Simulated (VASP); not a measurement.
# BeCr3 (Pm-3m) in VASP: single point with PBE

Aim: the single point of BeCr3 with PBE.

All numbers are computed with VASP 6.6.1; they aren't measurements. Logs are shortened: lines on timing, memory, paths and dates and some standing lists are left out, and cuts for length are marked.

## Step 1: The cell of the first run

It takes space group Pm-3m (No. 221, cubic). Conventional cell: a = 3.511 Å, b = 3.511 Å, c = 3.511 Å, α = 90.00°, β = 90.00°, γ = 90.00°. Cr (site symmetry 4/mmm) has 8 Cr at 2.48 Å and 4 Be at 2.48 Å within 3.3 Å. Within 3.3 Å of Be (site symmetry m-3m) lie 12 Cr at 2.48 Å.

## Step 2: Single point, PBE, collinear spin, ferromagnetic start

The input, INCAR:

```
SYSTEM = BeCr3
PREC = Accurate ; ENCUT = 600
EDIFF = 1E-6 ; ISMEAR = -1
SIGMA = 0.05 ; LREAL = .FALSE.
LASPH = .TRUE. ; NELM = 200
ALGO = Normal ; ISIF = 2
LWAVE = .FALSE. ; LCHARG = .FALSE.
ISPIN = 2 ; MAGMOM = 3 3 3 0
LORBIT = 11 ; NUPDOWN = 9.0
LMAXMIX = 4 ; GGA = PE
NBANDS = 34 ; GGA_COMPAT = .FALSE.
```

The input, KPOINTS:

```
Automatic mesh
0
G
  6 6 6
  0 0 0
```

The input, POSCAR:

```
BeCr3
1.0
    3.5112140000      0.0000000000      0.0000000000
    0.0000000000      3.5112140000      0.0000000000
    0.0000000000      0.0000000000      3.5112140000
Cr Be
3 1
Direct
    0.5000000000      0.5000000000      0.0000000000
    0.5000000000      0.0000000000      0.5000000000
    0.0000000000      0.5000000000      0.5000000000
    0.0000000000      0.0000000000      0.0000000000
```

Potentials or basis: VASP PAW PBE potentials, release 64 (Cr_sv, Be).

The run is started by

```bash
$ cat potpaw_PBE.64/Cr_sv/POTCAR potpaw_PBE.64/Be/POTCAR > POTCAR
$ mpirun -np 1 vasp_std > vasp.out
```

OUTCAR:

```text
SYSTEM = BeCr3
   PREC = Accurate
   ENCUT = 600
   EDIFF = 1E-6
   ISMEAR = -1
   LREAL = .FALSE.
   LASPH = .TRUE.
   NELM = 200
   ISIF = 2
   ISPIN = 2
   LORBIT = 11
   NUPDOWN = 9.0
   GGA = PE

 ion  position               nearest neighbor table
   1  0.500  0.500  0.000-   2 2.48   3 2.48   4 2.48   2 2.48   3 2.48   2 2.48   4 2.48   2 2.48
                             3 2.48   4 2.48   3 2.48   4 2.48
   2  0.500  0.000  0.500-   1 2.48   3 2.48   4 2.48   1 2.48   4 2.48   1 2.48   3 2.48   1 2.48
                             3 2.48   4 2.48   4 2.48   3 2.48
   3  0.000  0.500  0.500-   1 2.48   2 2.48   4 2.48   1 2.48   4 2.48   2 2.48   4 2.48   4 2.48
                             1 2.48   2 2.48   1 2.48   2 2.48
   4  0.000  0.000  0.000-   1 2.48   2 2.48   3 2.48   2 2.48   3 2.48   1 2.48   3 2.48   3 2.48
                             1 2.48   2 2.48   2 2.48   1 2.48

  LATTYP: Found a simple cubic cell.
 ALAT       =     3.5112140000

  Lattice vectors:

 A1 = (   3.5112140000,   0.0000000000,   0.0000000000)
 A2 = (   0.0000000000,   3.5112140000,   0.0000000000)
 A3 = (   0.0000000000,   0.0000000000,   3.5112140000)

Analysis of symmetry for initial positions (statically):
=====================================================================
 Subroutine PRICEL returns:
 Original cell was already a primitive cell.

 Routine SETGRP: Setting up the symmetry group for a
 simple cubic supercell.

 Subroutine GETGRP returns: Found 48 space group operations
 (whereof 48 operations were pure point group operations)
 out of a pool of 48 trial point group operations.

The static configuration has the point symmetry O_h .

Analysis of symmetry for dynamics (positions and initial velocities):
=====================================================================
 Subroutine PRICEL returns:
 Original cell was already a primitive cell.

 Routine SETGRP: Setting up the symmetry group for a
 simple cubic supercell.

 Subroutine GETGRP returns: Found 48 space group operations
 (whereof 48 operations were pure point group operations)
 out of a pool of 48 trial point group operations.

The dynamic configuration has the point symmetry O_h .

Analysis of structural, dynamic, and magnetic symmetry:
=====================================================================
 Subroutine PRICEL returns:
 Original cell was already a primitive cell.

 Routine SETGRP: Setting up the symmetry group for a
 simple cubic supercell.

 Subroutine GETGRP returns: Found 48 space group operations
 (whereof 48 operations were pure point group operations)
[... 128 lines left out ...]
   AEXX    =    0.0000 exact exchange contribution
   IVDW    =     0    specifies the selected vdW correction
   LEPSILON=     F    determine dielectric tensor
   LRPA    =     F    only Hartree local field effects (RPA)
 spin polarized calculation
  energy-cutoff  :      600.00
  volume of cell :       43.29
 maximum number of plane-waves:      1472
   NGX = 15   NGY = 15   NGZ = 15

 number of electron      44.0000049 magnetization       9.0000020

 Free energy of the ion-electron system (eV)
  ---------------------------------------------------
  ext. energy  EPLUGINS =         0.00000000
  ---------------------------------------------------
  free energy    TOTEN  =       -27.87904549 eV

  energy without entropy =      -27.83308176  energy(sigma->0) =      -27.85606362

 E-fermi :  11.6756     XC(G=0): -12.9132

 val. band max:       13.1857210669   @ k =   0.1667   0.1667   0.0000
 cond. band min:      11.7088864985   @ k =   0.5000   0.5000   0.5000
 fundamental gap:     -1.4768345684
 Fermi energy:        13.1944568863

 spin component 1

 k-point     1 :       0.0000    0.0000    0.0000
  band No.  band energies     occupation
      1     -59.9125      1.00000
      2     -59.6581      1.00000
      3     -59.6581      1.00000
      4     -31.5671      1.00000
      5     -31.5671      1.00000
      6     -31.5671      1.00000
[... 729 lines left out ...]
     33      20.4659      0.00000
     34      20.4659      0.00000
 Fermi energy:        11.6755673744

 spin component 2

 k-point     1 :       0.0000    0.0000    0.0000
  band No.  band energies     occupation
      1     -57.1602      1.00000
      2     -56.8968      1.00000
      3     -56.8968      1.00000
      4     -28.8721      1.00000
      5     -28.8721      1.00000
      6     -28.8721      1.00000
[... 729 lines left out ...]
     33      22.5260      0.00000
     34      22.5260      0.00000

------------------------ aborting loop because EDIFF is reached ----------------------------------------

  FORCE on cell =-STRESS in cart. coord.  units (eV):
  Direction    XX          YY          ZZ          XY          YZ          ZX
  --------------------------------------------------------------------------------------
  -------------------------------------------------------------------------------------
  Total       10.9388789     10.9388789     10.9388789      0.0000000      0.0000000     -0.0000000
  in kB      404.8661778    404.8661778    404.8661778      0.0000000      0.0000000     -0.0000000
  external PRESSURE =     404.8661778 kB  Pullay stress =       0.0000000 kB

 VOLUME and BASIS-vectors are now :
 -----------------------------------------------------------------------------
  energy-cutoff  :      600.00
  volume of cell :       43.29
      direct lattice vectors                 reciprocal lattice vectors
     3.511214000  0.000000000  0.000000000     0.284801781  0.000000000  0.000000000
     0.000000000  3.511214000  0.000000000     0.000000000  0.284801781  0.000000000
     0.000000000  0.000000000  3.511214000     0.000000000  0.000000000  0.284801781

 POSITION                                       TOTAL-FORCE (eV/Angst)
 -----------------------------------------------------------------------------------
      1.75561      1.75561      0.00000         0.000000      0.000000      0.000000
      1.75561      0.00000      1.75561         0.000000      0.000000      0.000000
      0.00000      1.75561      1.75561         0.000000      0.000000      0.000000
      0.00000      0.00000      0.00000         0.000000      0.000000      0.000000
 -----------------------------------------------------------------------------------
    total drift:                                0.000000      0.000000      0.000000

  FREE ENERGIE OF THE ION-ELECTRON SYSTEM (eV)
  ---------------------------------------------------
  free  energy   TOTEN  =       -27.8790454855 eV

  energy  without entropy=      -27.8330817572  energy(sigma->0) =      -27.85606362

 total charge

# of ion       s       p       d       tot
------------------------------------------
    1        2.190   6.006   3.701  11.898
    2        2.190   6.006   3.701  11.898
    3        2.190   6.006   3.701  11.898
    4        0.457   0.735   0.000   1.192
--------------------------------------------------
tot          7.026  18.754  11.104  36.884

 magnetization (x)

# of ion       s       p       d       tot
------------------------------------------
    1        0.020   0.042   2.448   2.510
    2        0.020   0.042   2.448   2.510
    3        0.020   0.042   2.448   2.510
    4       -0.041  -0.039   0.000  -0.081
--------------------------------------------------
tot          0.019   0.085   7.345   7.449
```

OSZICAR:

```text
N       E                     dE             d eps       ncg     rms          rms(c)
DAV:   1     0.951707564003E+03    0.95171E+03   -0.25156E+04  3516   0.490E+03
DAV:   2     0.604628578533E+02   -0.89124E+03   -0.86366E+03  3280   0.928E+02
DAV:   3    -0.183631781280E+02   -0.78826E+02   -0.76048E+02  3616   0.319E+02
DAV:   4    -0.274581453393E+02   -0.90950E+01   -0.89121E+01  4884   0.843E+01
DAV:   5    -0.305704146374E+02   -0.31123E+01   -0.31047E+01  4528   0.307E+01    0.218E+01
DAV:   6    -0.275726697219E+02    0.29977E+01   -0.22378E+01  5104   0.723E+01    0.121E+01
DAV:   7    -0.278228983118E+02   -0.25023E+00   -0.30319E+00  5208   0.228E+01    0.619E+00
DAV:   8    -0.278602930358E+02   -0.37395E-01   -0.15627E-01  4952   0.365E+00    0.296E+00
DAV:   9    -0.278768739325E+02   -0.16581E-01   -0.65670E-02  5072   0.192E+00    0.707E-01
DAV:  10    -0.278789647856E+02   -0.20909E-02   -0.94609E-03  5016   0.953E-01    0.217E-01
DAV:  11    -0.278790928376E+02   -0.12805E-03   -0.10228E-03  5054   0.318E-01    0.104E-01
DAV:  12    -0.278790685994E+02    0.24238E-04   -0.11118E-04  4960   0.115E-01    0.562E-02
DAV:  13    -0.278790458077E+02    0.22792E-04   -0.29847E-05  4574   0.858E-02    0.118E-02
DAV:  14    -0.278790454855E+02    0.32226E-06   -0.37146E-06  3256   0.225E-02
   1 F= -.27879045E+02 E0= -.27856064E+02  d E =-.459637E-01  mag=     9.0000
```

stdout:

```text
POSCAR found type information on POSCAR CrBe
 POSCAR found :  2 types and       4 ions
 scaLAPACK will be used
 LDA part: xc-table for (Slater+PW92), standard interpolation
 POSCAR, INCAR and KPOINTS ok, starting setup
 FFT: planning ... GRIDC
 FFT: planning ... GRID_SOFT
 FFT: planning ... GRID
 WAVECAR not read
 entering main loop
```

It took 57 s on 1 thread of Intel Xeon Platinum 8488C (Sapphire Rapids), shared host; peak memory 0.2 GiB.

What came out:

| Property | Result |
| --- | --- |
| Free energy | -27.8790 eV |
| Pressure | 40.5 GPa |
| Net moment | 9.00 μB per cell |
| Site moments | Cr +2.51; Be -0.08 μB |
| Valence electrons inside the program's atomic spheres | Cr 11.90; Be 1.19 |

Caveat: the cell stands under pressure; the total moment is fixed, so each spin has its own Fermi level and the state may be an excited one.
